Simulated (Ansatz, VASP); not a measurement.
**Cu3Ni2: VASP beside Ansatz**

The input POSCAR:

```
Cu3Ni2
1.0
    2.5181088413      0.0000000000      0.0000000000
   -1.2590544206      2.1807462261      0.0000000000
    0.0000000000      0.0000000000     20.8588399205
Cu Ni
6 4
Direct
    0.3333333333      0.6666666667      0.9490398866
    0.3333333333      0.6666666667      0.5509601134
    0.3333333333      0.6666666667      0.7500000000
    0.6666666667      0.3333333333      0.0509601134
    0.6666666667      0.3333333333      0.2500000000
    0.6666666667      0.3333333333      0.4490398866
    0.3333333333      0.6666666667      0.1503428780
    0.3333333333      0.6666666667      0.3496571220
    0.6666666667      0.3333333333      0.6503428780
    0.6666666667      0.3333333333      0.8496571220
```

INCAR.step1

```
SYSTEM = Cu3Ni2
PREC = Accurate ; ENCUT = 520
ISMEAR = 0 ; SIGMA = 0.1
LREAL = .False. ; LASPH = .True.
NELM = 100 ; NBANDS = 64
GGA = PE ; ALGO = Normal
EDIFF = 1E-4 ; LWAVE = .True.
LCHARG = .False.
```

INCAR.step2

```
SYSTEM = Cu3Ni2
PREC = Accurate ; ENCUT = 520
EDIFF = 1E-6 ; ISMEAR = 0
SIGMA = 0.1 ; LREAL = .False.
LASPH = .True. ; NELM = 100
ALGO = Normal ; ISIF = 2
LWAVE = .False. ; LCHARG = .False.
METAGGA = R2SCAN ; LMIXTAU = .True.
NBANDS = 64 ; ISTART = 1
```

The input KPOINTS:

```
regular mesh
0
Gamma
  18 18 2
  0 0 0
```

Input for Ansatz:

```yaml
crystal:
  lattice:
    - [2.5181088413, 0.0, 0.0]
    - [-1.2590544206, 2.1807462261, 0.0]
    - [0.0, 0.0, 20.8588399205]
  atoms:
    - { symbol: Cu, position: [0.3333333333, 0.6666666667, 0.9490398866] }
    - { symbol: Cu, position: [0.3333333333, 0.6666666667, 0.5509601134] }
    - { symbol: Cu, position: [0.3333333333, 0.6666666667, 0.75] }
    - { symbol: Cu, position: [0.6666666667, 0.3333333333, 0.0509601134] }
    - { symbol: Cu, position: [0.6666666667, 0.3333333333, 0.25] }
    - { symbol: Cu, position: [0.6666666667, 0.3333333333, 0.4490398866] }
    - { symbol: Ni, position: [0.3333333333, 0.6666666667, 0.150342878] }
    - { symbol: Ni, position: [0.3333333333, 0.6666666667, 0.349657122] }
    - { symbol: Ni, position: [0.6666666667, 0.3333333333, 0.650342878] }
    - { symbol: Ni, position: [0.6666666667, 0.3333333333, 0.849657122] }
basis:
  ecutwfc: 500
kpoints:
  mp_grid: { grid: [18, 18, 2] }
  band_path:
    path:
      - [[0.0, 0.0, 0.0], [0.5, 0.0, 0.0], [0.33333333, 0.33333333, 0.0], [0.0, 0.0, 0.0], [0.0, 0.0, 0.5], [0.5, 0.0, 0.5], [0.33333333, 0.33333333, 0.5], [0.0, 0.0, 0.5]]
      - [[0.5, 0.0, 0.5], [0.5, 0.0, 0.0]]
      - [[0.33333333, 0.33333333, 0.5], [0.33333333, 0.33333333, 0.0]]
    npoints: 14
hamiltonian:
  xc: r2scan
scf:
  occupations: { method: gaussian, width: 0.1 }
  n_extra_bands: 25
output:
  forces: true
  stress: true
  eigenvalues: true
  populations: true
  dos: { projected: true, de: 0.02, nscf_kmesh: { grid: [22, 22, 3] } }
  bader: true
  write_density: true
  write_potential: true
  elf: true
  volumetric_format: npy
```

Alike in both runs: task single point; functional r2SCAN; k mesh 18 × 18 × 2; occupations gaussian, width 0.1 eV; no spin polarisation.

```csv
,VASP,Ansatz
version,VASP 6.6.1,Ansatz 0.2.0
potentials or method,"VASP PAW PBE potentials, release 64 (Cu, Ni), cutoff 520 eV","scalar-relativistic, plane waves, PAW"
valence electrons in the cell,106,186
```

```tsv
	VASP	Ansatz	Ansatz less VASP
gap on the k mesh at the Fermi level (eV)	none	none	-
pressure (GPa)	-6.7	-7.3	-0.62
traceless stress, the component that is largest in VASP (GPa)	0.02	0.15	+0.129
rms of the force components (eV/Å)	0.011	0.010	-0.0013
```

VASP's potentials were made for PBE, not for r2SCAN. Atom by atom the forces differ by 0.002 eV/Å (rms over components). A gap of «none» marks a metal or a gap that the smearing closes. VASP's potentials hold 106 valence electrons a cell and Ansatz's 186, so a difference there can come from the potentials and not from the codes.
